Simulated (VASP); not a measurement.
Wanted: the native input for a VASP 6.6.1 run.

```yaml
Task: single point
Functional: PBE
Potentials_or_basis: VASP PAW PBE potentials, release 64 (F, H, C)
Cutoff: 520 eV
k_mesh: 1 × 1 × 1
Occupations: fermi-dirac, width 0.02 eV
Spin: no spin polarisation
Dipole_correction: no
Further_INCAR_settings: LREAL = Auto; ALGO = Normal; EDIFF = 1e-07; NBANDS = 52
```

The structure of H5CF lies in POSCAR:

```
H5CF
1.0
    7.2936330000      0.0000000000      0.0000000000
    0.0000000000      7.2936330000      0.0000000000
    0.0000000000      0.0000000000      7.2936330000
F H C
4 20 4
Direct
    0.6521852690      0.5083749073      0.7991490660
    0.3525540701      0.3984434095      0.6875448765
    0.2876070129      0.0671407514      0.7241247263
    0.4152663014      0.7640088280      0.0654680596
    0.6746157916      0.6440960218      0.7896339177
    0.4678875397      0.4428382947      0.7379587100
    0.3022636319      0.1972953671      0.6939065895
    0.3396935382      0.8661801327      0.0897769328
    0.3924107506      0.1935112447      0.2875384599
    0.5866623670      0.3346891734      0.2671096832
    0.4920181753      0.2413200664      0.0542253771
    0.6004140872      0.0937118717      0.2033828683
    0.7953649436      0.5757213175      0.3536783384
    0.9916320166      0.5579523949      0.1982825294
    0.9937023154      0.7303904652      0.3729691362
    0.8130927344      0.7395491383      0.1823645363
   -0.0481241653      0.3737369292     -0.1141132272
    0.0115031837      0.1524343218     -0.1301409051
   -0.0402405770      0.2561960548      0.0932731329
    0.1667893079      0.2979173753     -0.0117773954
    0.6522264008      1.0028746991      0.7340100606
    0.8708554434      0.9419311336      0.6390231041
    0.6698170857      0.8078690003      0.5965065695
    0.7772669670      0.8117490968      0.8190705510
    0.5095677285      0.2125552520      0.2046716636
    0.9015671614      0.6544338055      0.2725390762
    0.0271743862      0.2683436362     -0.0360177157
    0.7444986607      0.8903930318      0.6985956107
```

One way to write it, as run:

INCAR

```
SYSTEM = H5CF
PREC     = Accurate       ! precision mode
ENCUT    = 520            ! plane-wave cutoff, eV
EDIFF    = 1E-7           ! SCF threshold, eV
ISMEAR   = -1             ! smearing method
SIGMA    = 0.02           ! smearing width, eV
LREAL    = Auto         
LASPH    = .TRUE.         ! aspherical terms in the spheres
NELM     = 80             ! most SCF steps
ALGO     = Normal         ! electronic algorithm
ISIF     = 2              ! what is computed and relaxed
LWAVE    = .FALSE.        ! write WAVECAR
LCHARG   = .FALSE.        ! write CHGCAR
GGA      = PE             ! functional
NBANDS   = 52             ! bands
```

KPOINTS

```
regular mesh
0
G
  1 1 1
  0 0 0
```

Potentials or basis: VASP PAW PBE potentials, release 64 (F, H, C).

The run is started by

```bash
$ cat potpaw_PBE.64/F/POTCAR potpaw_PBE.64/H/POTCAR potpaw_PBE.64/C/POTCAR > POTCAR
$ mpirun -np 1 vasp_gam > vasp.out
```

It gave:

The pressure is -0.1 GPa. The largest force is 3.031 eV/Å. The band gap on the k mesh is 6.29 eV.

Caveat: the k points lie up to 0.86 Å⁻¹ apart.

Run time: 56 s on 1 thread of Intel(R) Xeon(R) Platinum 8259CL CPU @ 2.50GHz (Skylake/Cascade Lake), with other jobs on the host, peak memory 0.35 GiB.
